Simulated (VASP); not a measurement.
# Pd (P6_3/mmc) in VASP: settings compared, part 2 of 2

VASP 6.6.1. Earlier steps stand in the parts before.

## Step 3: Relaxation of cell and atoms, revPBE+D4

INCAR reads:

```
SYSTEM = Pd
PREC = Accurate
ENCUT = 600
EDIFF = 1E-6
ISMEAR = -1
SIGMA = 0.05
LREAL = .False.
LASPH = .True.
NELM = 60
ALGO = Normal
ISIF = 3
LWAVE = .False.
LCHARG = .False.
GGA = RE
IVDW = 13
IBRION = 2
NSW = 60
EDIFFG = -0.01
```

KPOINTS reads:

```
Automatic mesh
0
Gamma
  11 11 6
  0 0 0
```

POSCAR reads:

```
Pd
1.0
    2.7836650458      0.0000000000      0.0000000000
   -1.3918325229      2.4107246453      0.0000000000
    0.0000000000      0.0000000000      4.6288930000
Pd
2
Direct
    0.3333333333      0.6666666667      0.2500000000
    0.6666666667      0.3333333333      0.7500000000
```

Potentials or basis: VASP PAW PBE potentials, release 64 (Pd).

Run with:

```console
cat potpaw_PBE.64/Pd/POTCAR > POTCAR
mpirun -np 1 vasp_std > vasp.out
```

OUTCAR:

```text
SYSTEM = Pd
   PREC = Accurate
   ENCUT = 600
   EDIFF = 1E-6
   ISMEAR = -1
   LREAL = .False.
   LASPH = .True.
   NELM = 60
   ISIF = 3
   GGA = RE
   IVDW = 13
   IBRION = 2
   NSW = 60
   EDIFFG = -0.01

 ion  position               nearest neighbor table
   1  0.333  0.667  0.250-   2 2.82   2 2.82   2 2.82   2 2.82   2 2.82   2 2.82
   2  0.667  0.333  0.750-   1 2.82   1 2.82   1 2.82   1 2.82   1 2.82   1 2.82

  LATTYP: Found a hexagonal cell.
 ALAT       =     2.7836650458
 C/A-ratio  =     1.6628771507

  Lattice vectors:

 A1 = (   2.7836650458,   0.0000000000,   0.0000000000)
 A2 = (  -1.3918325229,   2.4107246453,   0.0000000000)
 A3 = (   0.0000000000,   0.0000000000,   4.6288930000)

Analysis of symmetry for initial positions (statically):
=====================================================================
 Subroutine PRICEL returns:
 Original cell was already a primitive cell.

 Routine SETGRP: Setting up the symmetry group for a
 hexagonal supercell.

 Subroutine GETGRP returns: Found 24 space group operations
 (whereof 12 operations were pure point group operations)
 out of a pool of 24 trial point group operations.

The static configuration has the point symmetry D_3d.
 The point group associated with its full space group is D_6h.

Analysis of symmetry for dynamics (positions and initial velocities):
=====================================================================
 Subroutine PRICEL returns:
[... 164 lines left out ...]

  Edisp (eV):   -1.57091
[... 31 lines left out ...]
--------------------------------------- Ionic step        2  -------------------------------------------

 number of electron      20.0000000 magnetization

 E-fermi :  10.5282     XC(G=0): -13.3529

 val. band max:       10.5232845110   @ k =   0.4545   0.0909   0.0000
 cond. band min:      10.5345350154   @ k =   0.3636   0.0000   0.0000
 fundamental gap:      0.0112505044
 Fermi energy:        10.5282421828

 k-point     1 :       0.0000    0.0000    0.0000
  band No.  band energies     occupation
      1       3.1088      2.00000
      2       4.9195      2.00000
      3       7.3862      2.00000
      4       7.5977      2.00000
      5       7.5977      2.00000
      6       7.9775      2.00000
      7       7.9775      2.00000
      8       8.7280      2.00000
      9       8.7280      2.00000
     10      10.2576      1.99113
     11      10.2576      1.99113
     12      11.3024      0.00000
     13      17.8762      0.00000
     14      27.7052      0.00000
[... 550 lines left out ...]
--------------------------------------- Ionic step        6  -------------------------------------------

 number of electron      19.9999997 magnetization

 Free energy of the ion-electron system (eV)
  ---------------------------------------------------
  ext. energy  EPLUGINS =         0.00000000
  ---------------------------------------------------
  free energy    TOTEN  =        -9.40079796 eV

  energy without entropy =       -9.35510589  energy(sigma->0) =       -9.37795193

 E-fermi :   9.6499     XC(G=0): -13.0277

 val. band max:        9.6416995059   @ k =   0.4545   0.0909   0.0000
 cond. band min:       9.6506732755   @ k =   0.3636   0.0000   0.0000
 fundamental gap:      0.0089737696
 Fermi energy:         9.6498766087

 k-point     1 :       0.0000    0.0000    0.0000
  band No.  band energies     occupation
      1       2.6340      2.00000
      2       4.4495      2.00000
      3       6.7600      2.00000
      4       6.9553      2.00000
      5       6.9553      2.00000
      6       7.3024      2.00000
      7       7.3024      2.00000
      8       7.9947      2.00000
      9       7.9947      2.00000
     10       9.4014      1.98619
     11       9.4014      1.98619
     12      10.5495      0.00000
     13      16.5968      0.00000
     14      26.7759      0.00000
[... 424 lines left out ...]
  FREE ENERGIE OF THE ION-ELECTRON SYSTEM (eV)
  ---------------------------------------------------
  free  energy   TOTEN  =       -11.0321200641 eV

  energy  without entropy=      -10.9864279937  energy(sigma->0) =      -11.00927403

 reached required accuracy - stopping structural energy minimisation
```

OSZICAR:

```text
N       E                     dE             d eps       ncg     rms          rms(c)
DAV:   1     0.120040004735E+03    0.12004E+03   -0.11645E+04  1792   0.157E+03
DAV:   2    -0.797355046046E+01   -0.12801E+03   -0.12188E+03  1876   0.302E+02
DAV:   3    -0.987031808660E+01   -0.18968E+01   -0.18696E+01  2194   0.418E+01
DAV:   4    -0.988183005016E+01   -0.11512E-01   -0.11511E-01  2056   0.301E+00
[... 39 lines left out ...]
   5 F= -.11032118E+02 E0= -.11009273E+02  d E =-.984018E-05
       N       E                     dE             d eps       ncg     rms          rms(c)
DAV:   1    -0.940082872338E+01    0.46875E-03   -0.65892E-04  1888   0.270E-01    0.370E-02
DAV:   2    -0.940079812920E+01    0.30594E-04   -0.79260E-05  1888   0.100E-01    0.102E-02
DAV:   3    -0.940079796440E+01    0.16481E-06   -0.87867E-07  1238   0.874E-03
   6 F= -.11032120E+02 E0= -.11009274E+02  d E =-.121613E-04
```

CONTCAR:

```text
Pd
   1.00000000000000
     2.7469474569120611   -0.0000000000000000    0.0000000000000000
    -1.3734737284560306    2.3789262805569193    0.0000000000000000
     0.0000000000000000   -0.0000000000000000    4.5728471473505348
  Pd
     2
Direct
     0.3333333332999970    0.6666666667000030    0.2500000000000000
     0.6666666667000030    0.3333333332999970    0.7500000000000000

  0.00000000E+00  0.00000000E+00  0.00000000E+00
  0.00000000E+00  0.00000000E+00  0.00000000E+00
```

It took 72 s on 1 thread of Intel Xeon Platinum 8259CL at 2.50GHz (Skylake/Cascade Lake), shared host; peak memory 0.19 GiB.

Results:

| Item | Value |
| --- | --- |
| Free energy | -11.0321 eV |
| Relaxed volume | 14.94 Å³/atom |
| Relaxed cell | a = 2.747 Å, b = 2.747 Å, c = 4.573 Å, α = 90.00°, β = 90.00°, γ = 120.00° |
| Space group after relaxing (to 0.05 Å) | P6_3/mmc (No. 194) |
| Energy gained by relaxing | 12.3 meV/atom |
| Ionic steps | 6 |
| Pressure after relaxing | -0.1 GPa |
| Band gap on the k mesh | zero (band 10 reaches 9.79 eV, above the bottom of band 11 at 8.95 eV) |
| Dispersion energy per atom | -0.816 eV |

The path:
```tsv
step	energy change (eV)	largest force (eV/Å)	pressure (GPa)	volume (Å³)
1	0.0000	0.0000	-6.32	31.06
2	0.0216	0.0000	10.60	28.39
3	-0.0246	0.0000	-0.06	29.88
4	-0.0246	0.0000	0.09	29.86
5	-0.0246	0.0000	-0.12	29.89
6	-0.0246	0.0000	-0.05	29.88
```

Final structure:
```
CELL_PARAMETERS angstrom
2.74695 0.00000 0.00000
-1.37347 2.37893 0.00000
0.00000 0.00000 4.57285
ATOMIC_POSITIONS crystal
Pd 0.33333 0.66667 0.25000
Pd 0.66667 0.33333 0.75000
```

Levels at points of the mesh, in eV from the Fermi level:
| k point | band 7 | band 8 | band 9 | band 10 | band 11 | band 12 | band 13 | band 14 |
| --- | --- | --- | --- | --- | --- | --- | --- | --- |
| (0.00, 0.00, 0.00) | -2.35 | -1.66 | -1.66 | -0.25 | -0.25 | 0.90 | 6.95 | 17.13 |
| (0.00, 0.00, 0.50) | -2.74 | -2.74 | -0.70 | -0.70 | -0.70 | -0.70 | 14.02 | 14.02 |

Caveat: the PAW data sets were made with another functional, which shifts forces and pressure a little; pairwise dispersion overbinds metals, which lowers pressure and volume.

## Step 4: Relaxation of cell and atoms, BLYP+D3(BJ)

INCAR reads:

```
SYSTEM = Pd
  PREC = Accurate
  ENCUT = 600
  EDIFF = 1E-7
  ISMEAR = -1
  SIGMA = 0.05
  LREAL = .FALSE.
  LASPH = .TRUE.
  NELM = 60
  ALGO = Normal
  ISIF = 3
  LWAVE = .FALSE.
  LCHARG = .FALSE.
  GGA = B5
  ALDAX = 1.0
  AGGAX = 1.0
  AGGAC = 1.0
  ALDAC = 0.0
  IVDW = 12
  VDW_S6 = 1.0
  VDW_S8 = 2.6996
  VDW_A1 = 0.4298
  VDW_A2 = 4.2359
  IBRION = 2
  NSW = 60
  EDIFFG = -0.01
```

KPOINTS reads:

```
Automatic mesh
0
G
  11 11 6
  0 0 0
```

POSCAR is that of step 3.

Run with:

```console
cat potpaw_PBE.64/Pd/POTCAR > POTCAR
mpirun -np 1 vasp_std > vasp.out
```

It took 2.1 min on 1 thread of Intel Xeon Platinum 8259CL at 2.50GHz (Skylake/Cascade Lake), shared host; peak memory 0.19 GiB.

The run converged. Its results:

```yaml
Free_energy: -11.5905 eV
Relaxed_volume: 14.92 Å³/atom
Relaxed_cell: a = 2.743 Å, b = 2.743 Å, c = 4.577 Å, α = 90.00°, β = 90.00°, γ = 120.00°
Space_group_after_relaxing_to_0.05_Å: P6_3/mmc (No. 194)
Energy_gained_by_relaxing: 13.2 meV/atom
Ionic_steps: 6
Pressure_after_relaxing: 0.1 GPa
Band_gap_on_the_k_mesh: zero (band 10 reaches 10.27 eV, above the bottom of band 11 at 9.41 eV)
Dispersion_energy_per_atom: -1.513 eV
```

Step by step:
| step | energy change (eV) | largest force (eV/Å) | pressure (GPa) | volume (Å³) |
| --- | --- | --- | --- | --- |
| 1 | 0.0000 | 0.0000 | -6.60 | 31.06 |
| 2 | 0.0268 | 0.0000 | 11.55 | 28.28 |
| 3 | -0.0264 | 0.0000 | -0.09 | 29.86 |
| 4 | -0.0264 | 0.0000 | 0.06 | 29.83 |
| 5 | -0.0264 | 0.0000 | 0.06 | 29.83 |
| 6 | -0.0264 | 0.0000 | 0.06 | 29.83 |

Final structure:
```
CELL_PARAMETERS angstrom
2.74349 0.00000 0.00000
-1.37174 2.37593 0.00000
0.00000 0.00000 4.57679
ATOMIC_POSITIONS crystal
Pd 0.33333 0.66667 0.25000
Pd 0.66667 0.33333 0.75000
```

Levels at points of the mesh, in eV from the Fermi level:
```
           k point  band 7  band 8  band 9  band 10  band 11  band 12  band 13  band 14
(0.00, 0.00, 0.00)   -2.38   -1.67   -1.67    -0.26    -0.26     1.10     6.92    17.50
(0.00, 0.00, 0.50)   -2.77   -2.77   -0.72    -0.72    -0.72    -0.72    14.16    14.16
```

Caveat: the PAW data sets were made with another functional, which shifts forces and pressure a little; pairwise dispersion overbinds metals, which lowers pressure and volume.

## Step 5: The runs side by side

| level | gap on the mesh (eV) | pressure (GPa) | relaxed volume (Å³/atom) |
| --- | --- | --- | --- |
| revPBE+D3(BJ) | none | 0.0 | 14.49 |
| revPBE+D4 | none | -0.1 | 14.94 |
| BLYP+D3(BJ) | none | 0.1 | 14.92 |

Alike in all rows: task relaxation of cell and atoms; potentials or basis VASP PAW PBE potentials, release 64 (Pd); no spin polarisation; cell relaxed; k mesh 11 × 11 × 6; cutoff (eV) 600; smearing fermi-dirac 0.05 eV.

Caveats: the PAW data sets were made with another functional, which shifts forces and pressure a little; pairwise dispersion overbinds metals, which lowers pressure and volume.

Absolute energies hang on the potentials; compare differences alone.
